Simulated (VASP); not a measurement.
Wanted: the native input for a VASP 6.6.1 run.

```
Task                   : relaxation of cell and atoms
Functional             : PBE
Potentials or basis    : VASP PAW PBE potentials, release 64 (Ga_d, S)
Cutoff                 : 500 eV
k mesh                 : 9 × 9 × 2
Occupations            : gaussian, width 0.02 eV
Spin                   : no spin polarisation
Dipole correction      : no
Further INCAR settings : ALGO = Normal; EDIFF = 1e-07; IBRION = 2; EDIFFG = -0.01; NSW = 100; ISIF = 3
```

The structure of GaS lies in POSCAR:

```
GaS
1.0
    3.6298004153      0.0000000029      0.0000000000
   -1.8149002102      3.1434993688      0.0000000000
    0.0000000000      0.0000000000     17.7794554425
Ga S
4 4
Direct
    0.3333333333      0.6666666667      0.3195068050
    0.6666666667      0.3333333333      0.8195068050
    0.6666666667      0.3333333333      0.6804931950
    0.3333333333      0.6666666667      0.1804931950
    0.3333333333      0.6666666667      0.8804145146
    0.6666666667      0.3333333333      0.3804145146
    0.6666666667      0.3333333333      0.1195854854
    0.3333333333      0.6666666667      0.6195854854
```

One way to write it, as run:

INCAR

```
PREC = Accurate ; ENCUT = 500
EDIFF = 1E-7 ; ISMEAR = 0
SIGMA = 0.02 ; LREAL = F
LASPH = T ; NELM = 120
ALGO = Normal ; ISIF = 3
LWAVE = F ; LCHARG = F
GGA = PE ; IBRION = 2
NSW = 100 ; EDIFFG = -0.01
GGA_COMPAT = F ; NELMIN = 4
```

KPOINTS

```
Automatic mesh
0
Gamma
  9 9 2
```

Potentials or basis: VASP PAW PBE potentials, release 64 (Ga_d, S).

Command:

```sh
$ cat potpaw_PBE.64/Ga_d/POTCAR potpaw_PBE.64/S/POTCAR > POTCAR
$ mpirun -np 1 vasp_std > vasp.out
```

Results of the run:

| Item | Value |
| --- | --- |
| Pressure after relaxing | 0.0 GPa |
| Largest force after relaxing | 0.010 eV/Å |
| Band gap on the k mesh | 2.03 eV, indirect (least direct gap 2.07 eV) |

Caveat: the relaxation stopped at its first step, so nothing moved; this functional lacks dispersion, which binds the layers, so the pressure and a relaxed spacing across them are unreliable.

Wall time 3.2 min on 1 thread of Intel(R) Xeon(R) Platinum 8488C (Sapphire Rapids), with other jobs on the host, peak memory 0.41 GiB.
